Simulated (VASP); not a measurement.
Here is a VASP 6.6.1 calculation.

POSCAR

```
BaF2
1.0
    0.0000000000      3.1000485598      3.1000485598
    3.1000485598      0.0000000000      3.1000485598
    3.1000485598      3.1000485598      0.0000000000
Ba F
1 2
Direct
    0.0000000000      0.0000000000      0.0000000000
    0.2500000000      0.2500000000      0.2500000000
    0.7500000000      0.7500000000      0.7500000000
```

INCAR.step1

```
SYSTEM = BaF2
ALGO = Normal ; EDIFF = 1E-5
ENCUT = 580 ; GGA = PE
GGA_COMPAT = .FALSE. ; ISIF = 2
ISMEAR = 0 ; LASPH = .TRUE.
LCHARG = .FALSE. ; LREAL = .FALSE.
LWAVE = .TRUE. ; NBANDS = 19
NELM = 120 ; PREC = Accurate
SIGMA = 0.05
```

File INCAR.step2:

```
SYSTEM = BaF2
AEXX = 0.25 ; ALGO = Normal
EDIFF = 1E-6 ; ENCUT = 580
GGA_COMPAT = .FALSE. ; ISIF = 2
ISMEAR = 0 ; ISTART = 1
LASPH = .TRUE. ; LCHARG = .FALSE.
LHFCALC = .TRUE. ; LMIXTAU = .TRUE.
LREAL = .FALSE. ; LWAVE = .FALSE.
METAGGA = R2SCAN ; NBANDS = 19
NELM = 120 ; PREC = Accurate
PRECFOCK = Normal ; SIGMA = 0.05
```

File KPOINTS:

```
k-points
0
G
  4 4 4
  0 0 0
```

Potentials or basis: VASP PAW PBE potentials, release 64 (Ba_sv, F).

Launch:

```sh
$ cat potpaw_PBE.64/Ba_sv/POTCAR potpaw_PBE.64/F/POTCAR > POTCAR
$ cp INCAR.step1 INCAR
$ mpirun -np 1 vasp_std > vasp.out
$ cp INCAR.step2 INCAR
$ mpirun -np 1 vasp_std > vasp.out
```

(1) Estimate the band gap on the k mesh.

(2) Predict the pressure.

Answers

(1) 9.78 eV (least direct gap 9.88 eV).

(2) 0.1 GPa.

Caveat: the k points lie up to 0.44 Å⁻¹ apart; the PAW data sets were made with another functional, which shifts forces and pressure a little; spin-orbit coupling is left out, which moves the levels of the heavy elements.
